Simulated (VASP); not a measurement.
# Zr (P6_3/mmc) in VASP: settings compared

Zr is run at these levels: PBE0, PBE+D4, HSE06; tasks: relaxation of cell and atoms, single point.

Everything below comes from runs of VASP 6.6.1. Logs are shortened: lines on timing, memory, paths and dates and some standing lists are left out, and cuts for length are marked.

### Step 1. The cell of the first run

It takes space group P6_3/mmc (No. 194, hexagonal). The conventional cell has a = 3.232 Å, b = 3.232 Å, c = 5.147 Å, α = 90.00°, β = 90.00°, γ = 120.00°. Within 4.2 Å of Zr (site symmetry -6m2) lie 12 Zr at 3.18 to 3.23 Å.

### Step 2. Relaxation of cell and atoms, PBE0

Contents of POSCAR:

```
Zr
1.0
    3.2320000000      0.0000000000      0.0000000000
   -1.6160000000      2.7989941050      0.0000000000
    0.0000000000      0.0000000000      5.1470000000
Zr
2
Direct
    0.6666666667      0.3333333333      0.7500000000
    0.3333333333      0.6666666667      0.2500000000
```

Contents of INCAR.step1:

```
SYSTEM = Zr
  PREC = Accurate
  ENCUT = 600
  EDIFF = 1E-5
  ISMEAR = -1
  SIGMA = 0.05
  LREAL = .False.
  LASPH = .True.
  NELM = 100
  ALGO = Normal
  LWAVE = .True.
  LCHARG = .False.
  GGA = PE
  NBANDS = 19
```

Contents of INCAR.step2:

```
SYSTEM = Zr
  PREC = Accurate
  ENCUT = 600
  EDIFF = 1E-6
  ISMEAR = -1
  SIGMA = 0.05
  LREAL = .False.
  LASPH = .True.
  NELM = 100
  ALGO = Normal
  ISIF = 3
  LWAVE = .False.
  LCHARG = .False.
  GGA = PE
  LHFCALC = .True.
  AEXX = 0.25
  PRECFOCK = Normal
  IBRION = 2
  NSW = 60
  EDIFFG = -0.01
  ISTART = 1
```

Contents of KPOINTS:

```
Automatic mesh
0
Gamma
  5 5 3
  0 0 0
```

Potentials or basis: VASP PAW PBE potentials, release 64 (Zr_sv).

Launch:

```sh
cat potpaw_PBE.64/Zr_sv/POTCAR > POTCAR
cp INCAR.step1 INCAR
mpirun -np 1 vasp_std > vasp.out
cp INCAR.step2 INCAR
mpirun -np 1 vasp_std > vasp.out
```

OUTCAR:

```text
SYSTEM = Zr
   PREC = Accurate
   ENCUT = 600
   EDIFF = 1E-6
   ISMEAR = -1
   LREAL = .False.
   LASPH = .True.
   NELM = 100
   ISIF = 3
   GGA = PE
   LHFCALC = .True.
   AEXX = 0.25
   PRECFOCK = Normal
   IBRION = 2
   NSW = 60
   EDIFFG = -0.01
   ISTART = 1

 ion  position               nearest neighbor table
   1  0.667  0.333  0.750-   2 3.18   2 3.18   2 3.18   2 3.18   2 3.18   2 3.18
   2  0.333  0.667  0.250-   1 3.18   1 3.18   1 3.18   1 3.18   1 3.18   1 3.18

  LATTYP: Found a hexagonal cell.
 ALAT       =     3.2320000000
 C/A-ratio  =     1.5925123762

  Lattice vectors:

 A1 = (   3.2320000000,   0.0000000000,   0.0000000000)
 A2 = (  -1.6160000000,   2.7989941050,   0.0000000000)
 A3 = (   0.0000000000,   0.0000000000,   5.1470000000)

Analysis of symmetry for initial positions (statically):
=====================================================================
 Subroutine PRICEL returns:
 Original cell was already a primitive cell.

 Routine SETGRP: Setting up the symmetry group for a
 hexagonal supercell.

 Subroutine GETGRP returns: Found 24 space group operations
 (whereof 12 operations were pure point group operations)
 out of a pool of 24 trial point group operations.

The static configuration has the point symmetry D_3d.
 The point group associated with its full space group is D_6h.

Analysis of symmetry for dynamics (positions and initial velocities):
=====================================================================
 Subroutine PRICEL returns:
 Original cell was already a primitive cell.

 Routine SETGRP: Setting up the symmetry group for a
 hexagonal supercell.

 Subroutine GETGRP returns: Found 24 space group operations
 (whereof 12 operations were pure point group operations)
 out of a pool of 24 trial point group operations.

The dynamic configuration has the point symmetry D_3d.
 The point group associated with its full space group is D_6h.

 Subroutine INISYM returns: Found 24 space group operations
 (whereof 12 operations are pure point group operations),
 and found     1 'primitive' translations

----------------------------------------------------------------------------------------

                                     Primitive cell

  volume of cell :      46.5616

  direct lattice vectors                    reciprocal lattice vectors
     3.232000000  0.000000000  0.000000000     0.309405941  0.178635603  0.000000000
    -1.616000000  2.798994105  0.000000000     0.000000000  0.357271206  0.000000000
     0.000000000  0.000000000  5.147000000     0.000000000  0.000000000  0.194287935

  length of vectors
     3.232000000  3.232000000  5.147000000     0.357271206  0.357271206  0.194287935

  position of ions in fractional coordinates (direct lattice)
     0.666666667  0.333333333  0.750000000
     0.333333333  0.666666667  0.250000000

  ion indices of the primitive-cell ions
   primitive index   ion index
                 1           1
                 2           2

----------------------------------------------------------------------------------------

 KPOINTS: Automatic mesh

Automatic generation of k-mesh.
 Grid dimensions read from file:
 generate k-points for:    5    5    3

 Generating k-lattice:

  Cartesian coordinates                     Fractional coordinates (reciprocal lattice)
     0.061881188  0.035727121  0.000000000     0.200000000  0.000000000  0.000000000
     0.000000000  0.071454241  0.000000000     0.000000000  0.200000000  0.000000000
     0.000000000  0.000000000  0.064762645     0.000000000  0.000000000  0.333333333

  Length of vectors
     0.071454241  0.071454241  0.064762645

  Shift w.r.t. Gamma in fractional coordinates (k-lattice)
     0.000000000  0.000000000  0.000000000

 Subroutine IBZKPT returns following result:
 ===========================================

 Found     10 irreducible k-points:

 Following reciprocal coordinates:
            Coordinates               Weight
  0.000000  0.000000  0.000000      1.000000
  0.200000  0.000000  0.000000      6.000000
  0.400000  0.000000  0.000000      6.000000
  0.200000  0.200000  0.000000      6.000000
  0.400000  0.200000  0.000000      6.000000
  0.000000  0.000000  0.333333      2.000000
  0.200000  0.000000  0.333333     12.000000
  0.400000  0.000000  0.333333     12.000000
  0.200000  0.200000  0.333333     12.000000
  0.400000  0.200000  0.333333     12.000000
   k-points           NKPTS =     10   k-points in BZ     NKDIM =     75   number of bands    NBANDS=     16
   number of dos      NEDOS =    301   number of ions     NIONS =      2
   total plane-waves  NPLWV =  32928
   dimension x,y,z NGX =    28 NGY =   28 NGZ =   42
   dimension x,y,z NGXF=    56 NGYF=   56 NGZF=   84
   ions per type =               2
   NGX,Y,Z   is equivalent  to a cutoff of  14.40, 14.40, 13.57 a.u.
   NGXF,Y,Z  is equivalent  to a cutoff of  28.80, 28.80, 27.13 a.u.
 SYSTEM =  Zr
   PREC   = accura    normal or accurate (medium, high low for compatibility)
   ISTART =      1    job   : 0-new  1-cont  2-samecut
   ICHARG =      0    charge: 1-file 2-atom 10-const
   ISPIN  =      1    spin polarized calculation?
   LNONCOLLINEAR =      F non collinear calculations
   LSORBIT =      F    spin-orbit coupling
   LASPH  =      T    aspherical Exc in radial PAW
   ENCUT  =  600.0 eV  44.10 Ry    6.64 a.u.   6.46  6.46 10.28*2*pi/ulx,y,z
   NELM   =    100;   NELMIN=  2; NELMDL=  0     # of ELM steps
   EDIFF  = 0.1E-05   stopping-criterion for ELM
   LREAL  =      F    real-space projection
   EDIFFG = -.1E-01   stopping-criterion for IOM
   NSW    =     60    number of steps for IOM
   IBRION =      2    ionic relax: 0-MD 1-quasi-New 2-CG
   NFREE  =      1    steps in history (QN), initial steepest desc. (CG)
   ISIF   =      3    stress and relaxation
   ISYM   =      3    0-nonsym 1-usesym 2-fastsym
   POTIM  = 0.5000    time-step for ionic-motion
   TEBEG  =    0.0;   TEEND  =   0.0 temperature during run
   PSTRESS=    0.0 pullay stress
   NELECT =      24.0000    total number of electrons
   NUPDOWN=      -1.0000    fix difference up-down
   EMIN   =  10.00;   EMAX   =-10.00  energy-range for DOS
   EFERMI =   0.00;   METHOD = LEGACY
   ISMEAR =    -1;   SIGMA  =   0.05  broadening in eV -4-tet -1-fermi 0-gaus
   EFERMI_NEDOS =   21; number of points for ismear=-14 and -15
   IALGO  =     38    algorithm
   IMIX   =      1    mixing-type and parameters
     AMIX     =   0.40;   BMIX     =  1.00
     AMIX_MAG =   1.60;   BMIX_MAG =  1.00
  volume/ion in A,a.u.               =      23.28       157.11
  Fermi-wavevector in a.u.,A,eV,Ry     =   1.312611  2.480475 23.442130  1.722948
  Thomas-Fermi vector in A             =   2.442991
   LORBIT       =      0    0 simple, 1 ext, 2 COOP (PROOUT), +10 PAW based schemes
   GGA     = PE    functional components
   LHFCALC =     T    Hartree Fock is set to
   PRECFOCK=normal    Normal, Fast or Accurate (Low or Medium for compatibility)
   ENCUT4O =  -1.0   cutoff for four orbital integrals eV
   NKREDX  =     1    reduce k-point grid by
   NKREDY  =     1    reduce k-point grid by
   NKREDZ  =     1    reduce k-point grid by
   AEXX    =    0.2500 exact exchange contribution
   HFSCREEN=    0.0000 screening length (either q_TF or 0.3 A-1)
   HFSCREENC=   0.0000 screening length for correlation (either q_TF or 0.3 A-1)
   ENCUTFOCK=  -1.0 apply spherical cutoff to Coloumb kernel
   IVDW    =     0    specifies the selected vdW correction
   LEPSILON=     F    determine dielectric tensor
   LRPA    =     F    only Hartree local field effects (RPA)
 conjugate gradient relaxation of ions
 non-spin polarized calculation
  energy-cutoff  :      600.00
  volume of cell :       46.56
 maximum number of plane-waves:      1569
 NGX is ok and might be reduce to    28
  NGX = 20; NGY = 20; NGZ = 32

--------------------------------------- Ionic step        1  -------------------------------------------

 number of electron      24.0000000 magnetization

 Free energy of the ion-electron system (eV)
  ---------------------------------------------------
  ext. energy  EPLUGINS =         0.00000000
  ---------------------------------------------------
  free energy    TOTEN  =       -21.66027802 eV

  energy without entropy =      -21.64885458  energy(sigma->0) =      -21.65456630

------------------------ aborting loop because EDIFF is reached ----------------------------------------

  FORCE on cell =-STRESS in cart. coord.  units (eV):
  Direction    XX          YY          ZZ          XY          YZ          ZX
  --------------------------------------------------------------------------------------
  -------------------------------------------------------------------------------------
  Total        0.3745813      0.3745813     -0.3488264      0.0000000      0.0000000      0.0000000
  in kB       12.8892964     12.8892964    -12.0030715      0.0000000      0.0000000      0.0000000
  external PRESSURE =       4.5918405 kB  Pullay stress =       0.0000000 kB

 VOLUME and BASIS-vectors are now :
 -----------------------------------------------------------------------------
  energy-cutoff  :      600.00
  volume of cell :       46.56
      direct lattice vectors                 reciprocal lattice vectors
     3.232000000  0.000000000  0.000000000     0.309405941  0.178635603  0.000000000
    -1.616000000  2.798994105  0.000000000     0.000000000  0.357271206  0.000000000
     0.000000000  0.000000000  5.147000000     0.000000000  0.000000000  0.194287935
[... 109 lines left out ...]
 POSITION                                       TOTAL-FORCE (eV/Angst)
 -----------------------------------------------------------------------------------
      1.62603      0.93879      3.82296         0.000000      0.000000      0.000000
     -0.00000      1.87758      1.27432        -0.000000      0.000000     -0.000000
 -----------------------------------------------------------------------------------
    total drift:                                0.000000      0.000000      0.000000

  FREE ENERGIE OF THE ION-ELECTRON SYSTEM (eV)
  ---------------------------------------------------
  free  energy   TOTEN  =       -21.6639776522 eV

  energy  without entropy=      -21.6519070894  energy(sigma->0) =      -21.65794237

--------------------------------------- Ionic step        5  -------------------------------------------

 number of electron      24.0000000 magnetization

 Free energy of the ion-electron system (eV)
  ---------------------------------------------------
  ext. energy  EPLUGINS =         0.00000000
  ---------------------------------------------------
  free energy    TOTEN  =       -21.66409326 eV

  energy without entropy =      -21.65211440  energy(sigma->0) =      -21.65810383

 E-fermi :   8.8222     XC(G=0):  -8.7200

 val. band max:        8.8202261423   @ k =   0.2000   0.0000   0.3333
 cond. band min:       9.3849508690   @ k =   0.0000   0.0000   0.3333
 fundamental gap:      0.5647247267
 Fermi energy:         8.8222076853

 k-point     1 :       0.0000    0.0000    0.0000
  band No.  band energies     occupation
      1     -44.0333      2.00000
      2     -43.8540      2.00000
      3     -21.2283      2.00000
      4     -20.2538      2.00000
      5     -20.2538      2.00000
      6     -20.0921      2.00000
[... 8 lines left out ...]
     15      11.4569      0.00000
     16      11.4569      0.00000
[... 191 lines left out ...]
 POSITION                                       TOTAL-FORCE (eV/Angst)
 -----------------------------------------------------------------------------------
      1.62672      0.93919      3.82899        -0.000000     -0.000000      0.000000
     -0.00000      1.87837      1.27633         0.000000      0.000000      0.000000
 -----------------------------------------------------------------------------------
    total drift:                                0.000000     -0.000000      0.000001

  FREE ENERGIE OF THE ION-ELECTRON SYSTEM (eV)
  ---------------------------------------------------
  free  energy   TOTEN  =       -21.6640932591 eV

  energy  without entropy=      -21.6521144002  energy(sigma->0) =      -21.65810383

 reached required accuracy - stopping structural energy minimisation
```

It took 72 min on 1 thread of Intel Xeon Platinum 8488C (Sapphire Rapids), shared host; peak memory 0.2 GiB.

What came out:

- Free energy: -21.6641 eV
- Relaxed volume: 23.40 Å³/atom
- Relaxed cell: a = 3.253 Å, b = 3.253 Å, c = 5.105 Å, α = 90.00°, β = 90.00°, γ = 120.00°
- Space group after relaxing (to 0.1 Å): P6_3/mmc (No. 194)
- Energy gained by relaxing: 1.9 meV/atom
- Ionic steps: 5
- Pressure after relaxing: 0.0 GPa
- Band gap on the k mesh: zero (bands 12 and 13 overlap by 1.93 eV)

The path:
| step | energy change (eV) | largest force (eV/Å) | pressure (GPa) | volume (Å³) |
| --- | --- | --- | --- | --- |
| 1 | 0.0000 | 0.0000 | 0.46 | 46.56 |
| 2 | -0.0034 | 0.0000 | -0.42 | 47.01 |
| 3 | -0.0037 | 0.0000 | -0.26 | 46.91 |
| 4 | -0.0037 | 0.0000 | 0.26 | 46.69 |
| 5 | -0.0038 | 0.0000 | 0.02 | 46.80 |

Final structure:
```
Zr
1.0
     3.25344    0.00000    0.00000
    -1.62672    2.81756    0.00000
     0.00000    0.00000    5.10532
Zr
2
Cartesian
  1.6267 0.9392 3.8290
  0.0000 1.8784 1.2763
```

Caveat: the k points lie up to 0.45 Å⁻¹ apart in the final cell, too coarse for converged energies and pressures of a metal; the PAW data sets were made with another functional, which shifts forces and pressure a little.

(Continued in part 2 of 2.)

The gap in the log of VASP goes by the Fermi energy; the results here count the filled bands.